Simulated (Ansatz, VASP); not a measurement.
**W in VASP and in Ansatz**

File INCAR:

```
ALGO = Normal
EDIFF = 1E-6
ENCUT = 520
GGA = PE
ISIF = 2
ISMEAR = 0
LASPH = T
LCHARG = F
LREAL = F
LWAVE = F
NBANDS = 13
NELM = 60
PREC = Accurate
SIGMA = 0.1
```

File KPOINTS:

```
k-points
0
Gamma
  6 6 6
```

POSCAR

```
W
1.0
   -1.5851577801      1.5851577801      1.5851577801
    1.5851577801     -1.5851577801      1.5851577801
    1.5851577801      1.5851577801     -1.5851577801
W
1
Direct
    0.1577130070      0.1577130070      0.0000000000
```

Input for Ansatz:

```yaml
crystal:
  lattice:
    - [-1.5851577801, 1.5851577801, 1.5851577801]
    - [1.5851577801, -1.5851577801, 1.5851577801]
    - [1.5851577801, 1.5851577801, -1.5851577801]
  atoms:
    - { symbol: W, position: [0.157713007, 0.157713007, 0.0] }
basis:
  ecutwfc: 420
kpoints:
  mp_grid: { grid: [6, 6, 6] }
hamiltonian:
  xc: pbe
scf:
  occupations: { method: gaussian, width: 0.1 }
  mixing: { ndim: 1, preconditioner: kerker_dos }
  initial_density: { chi_scale: 0, normalization: atom }
  max_iter: 70
output:
  forces: true
  stress: true
  eigenvalues: true
```

Alike in both runs: task single point; functional PBE; k mesh 6 × 6 × 6; occupations gaussian, width 0.1 eV; no spin polarisation.

```csv
,VASP,Ansatz
version,VASP 6.6.1,Ansatz 0.2.0
potentials or method,"VASP PAW PBE potentials, release 64 (W_sv), cutoff 520 eV","scalar-relativistic, plane waves, PAW"
valence electrons in the cell,14,14
```

Ansatz gave:

| Quantity | Value |
| --- | --- |
| gap on the k mesh at the Fermi level (eV) | none |
| pressure (GPa) | 2.0 |

Task: Estimate VASP's values.

Result: gap on the k mesh at the Fermi level (eV): none; pressure (GPa): 2.6.

A gap of «none» marks a metal or a gap that the smearing closes.

The k mesh is coarse, so the values compare programs but aren't converged. Spin-orbit coupling is off throughout.
